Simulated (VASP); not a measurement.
Set up this calculation in VASP 6.6.1, as the native input.

```
Task                   : single point
Functional             : PBE
Potentials or basis    : VASP PAW PBE potentials, release 64 (B, P)
Cutoff                 : 520 eV
k mesh                 : 14 × 8 × 8
Occupations            : gaussian, width 0.1 eV
Spin                   : no spin polarisation
Dipole correction      : no
Further INCAR settings : ALGO = Normal; EDIFF = 1e-06; NBANDS = 18
```

The structure of B3P2 lies in POSCAR:

```
B3P2
1.0
    3.0448144016     -0.0206277625      0.0096943929
    0.0323250684      4.5440853926     -0.0136103789
    1.5171814029      1.0376164745      4.7318053558
B P
3 2
Direct
    0.2972943238      0.8183365231      0.8226826954
    0.8493044430      0.9806770496      0.7186459680
    0.1273414625      0.6469824959      0.1626789377
    0.0369323001      0.2411011225      0.3431104952
    0.6371979466      0.9640544454      0.1427158889
```

The cell was generated, and may not be a known phase.

The input as run:

INCAR

```
SYSTEM = B3P2
  PREC = Accurate
  ENCUT = 520
  EDIFF = 1E-6
  ISMEAR = 0
  SIGMA = 0.1
  LREAL = .False.
  LASPH = .True.
  NELM = 60
  ALGO = Normal
  ISIF = 2
  LWAVE = .False.
  LCHARG = .False.
  GGA = PE
  NBANDS = 18
```

KPOINTS

```
Automatic mesh
0
Gamma
  14 8 8
  0 0 0
```

Potentials or basis: VASP PAW PBE potentials, release 64 (B, P).

The run is started by

```bash
$ cat potpaw_PBE.64/B/POTCAR potpaw_PBE.64/P/POTCAR > POTCAR
$ mpirun -np 1 vasp_std > vasp.out
```

Results of the run:

```yaml
Pressure: -0.2 GPa
Largest_force: 0.023 eV/Å
Band_gap_on_the_k_mesh: zero (an odd number of electrons rules out a gap without spin polarisation)
```

Caveat: an odd number of electrons without spin polarisation forces a metal; a magnetic or distorted state may lie lower.

Wall time 4.9 min on 1 thread of Intel(R) Xeon(R) Platinum 8488C (Sapphire Rapids), on a shared host, peak memory 0.5 GiB.
